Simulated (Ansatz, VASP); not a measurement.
One calculation of Ni, two programs

INCAR

```
SYSTEM = Ni
PREC = Accurate
ENCUT = 520
EDIFF = 1E-7
ISMEAR = -1
SIGMA = 0.05
LREAL = .False.
LASPH = .True.
NELM = 150
ALGO = Normal
ISIF = 2
LWAVE = .False.
LCHARG = .True.
ISPIN = 2
MAGMOM = -0.625 -0.625
LORBIT = 11
LMAXMIX = 4
GGA = RE
LELF = .True.
LVHAR = .True.
NBANDS = 21
```

The input KPOINTS:

```
Automatic mesh
0
Gamma
  13 13 13
  0 0 0
```

File POSCAR:

```
Ni
1.0
    0.0000000000      2.2779380063      2.2779380063
    2.2779380063      0.0000000000      2.2779380063
    2.2779380063      2.2779380063      0.0000000000
Ni
2
Direct
    0.0000000000      0.0000000000      0.0000000000
    0.5000000000      0.5000000000      0.5000000000
```

Input for Ansatz:

```yaml
crystal:
  lattice:
    - [0.0, 2.2779380063, 2.2779380063]
    - [2.2779380063, 0.0, 2.2779380063]
    - [2.2779380063, 2.2779380063, 0.0]
  atoms:
    - { symbol: Ni, position: [0.0, 0.0, 0.0], spin: -0.625 }
    - { symbol: Ni, position: [0.5, 0.5, 0.5], spin: -0.625 }
hamiltonian:
  xc: revpbe
  pseudopotentials:
    kind: paw
    azcp:
      Ni: "pseudopotentials/Ni.paw.azcp"
basis:
  ecutwfc: 420
  fft_grid_basis: typed
kpoints:
  mp_grid: { grid: [13, 13, 13], shift: [0, 0, 0] }
magnetization:
  spin_polarized: true
scf:
  occupations: { method: fermi_dirac, width: 0.05 }
  lower_state_search: "off"
output:
  stress: true
```

Alike in both runs: task single point; functional revPBE; k mesh 13 × 13 × 13; occupations fermi-dirac, width 0.05 eV; collinear spin.

```csv
,VASP,Ansatz
version,VASP 6.6.1,Ansatz 0.2.0
potentials or method,"VASP PAW PBE potentials, release 64 (Ni), cutoff 520 eV","plane waves (420 eV) with PAW, scalar-relativistic"
valence electrons in the cell,20,36
```

|  | VASP | Ansatz | Ansatz less VASP |
| --- | --- | --- | --- |
| pressure (GPa) | 14.5 | 14.7 | +0.21 |
| net moment per atom (μB) | 0.49 | 0.50 | +0.008 |
| size of the moment on the site where the two differ most (μB) | 0.49 | 0.51 | +0.018 |

VASP's potentials were made for PBE, not for revPBE. Site moments also hang on the region over which each program counts them. VASP's potentials hold 20 valence electrons a cell and Ansatz's 36, so a difference there can come from the potentials and not from the codes.
